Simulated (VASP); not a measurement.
A run of VASP 6.6.1:

The input POSCAR:

```
ZrCu
1.0
    3.0348031458      0.0000000000      0.0000000000
    0.0000000000      3.0348031458      0.0000000000
    0.0000000000      0.0000000000      3.0348031458
Zr Cu
1 1
Direct
    0.5000000000      0.5000000000      0.5000000000
    0.0000000000      0.0000000000      0.0000000000
```

File INCAR.step1:

```
PREC = Accurate
ENCUT = 520
ISMEAR = 1
SIGMA = 0.1
LREAL = False
LASPH = True
NELM = 80
NBANDS = 18
GGA = PE
ALGO = Normal
EDIFF = 1E-4
LWAVE = True
LCHARG = False
```

The input INCAR.step2:

```
PREC = Accurate
ENCUT = 520
EDIFF = 1E-6
ISMEAR = 1
SIGMA = 0.1
LREAL = False
LASPH = True
NELM = 80
ALGO = Normal
ISIF = 2
LWAVE = False
LCHARG = False
METAGGA = R2SCAN
LMIXTAU = True
NBANDS = 18
ISTART = 1
```

KPOINTS

```
regular mesh
0
Gamma
  9 9 9
```

Potentials or basis: VASP PAW PBE potentials, release 64 (Zr_sv, Cu).

The run is started by

```console
$ cat potpaw_PBE.64/Zr_sv/POTCAR potpaw_PBE.64/Cu/POTCAR > POTCAR
$ cp INCAR.step1 INCAR
$ mpirun -np 1 vasp_std > vasp.out
$ cp INCAR.step2 INCAR
$ mpirun -np 1 vasp_std > vasp.out
```

Hardware: 1 thread of AMD EPYC 9R14 (Zen 4) (shared host).

Problem. How long does it take, and how much memory?

Solution. It took 51 s on 1 thread of AMD EPYC 9R14 (Zen 4), with other jobs on the host, peak memory 0.12 GiB. Counts: k points 35.
